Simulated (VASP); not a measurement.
Runs of VASP 6.6.1 on NbTeI2. The structure is that of space group P4/mmm (No. 123), or close to it. The cells are those of the table. 

```tsv
task	spin	cell	cutoff (eV)	gap on the mesh (eV)	pressure (GPa)
single point	off	a = 5.916 Å, 4 atoms	520	none	(a)
single point	off	a = 5.723, b = 5.723, c = 5.339 Å, 4 atoms	520	none	0.0
single point	collinear, ferromagnetic start	a = 5.723, b = 5.723, c = 5.339 Å, 4 atoms	520	none	0.1
relaxation of cell and atoms	off	relaxed from a = 5.916 Å, 4 atoms	600	none	-0.1
```

Alike in all rows: level PBE; potentials or basis VASP PAW PBE potentials, release 64 (Nb_sv, Te, I); k mesh 4 × 4 × 4; smearing gaussian 0.1 eV.

Q: Fill in the values left out.

A: (a) -4.4.

Caveats: spin-orbit coupling is left out, which moves the levels of the heavy elements; an odd number of electrons without spin polarisation forces a metal (some runs); a magnetic or distorted state may lie lower (some runs).

A k mesh can miss the band edges, and the runs leave out spin-orbit coupling on I, Nb, Te.

A gap of «none» marks levels without a gap at the run's occupations.
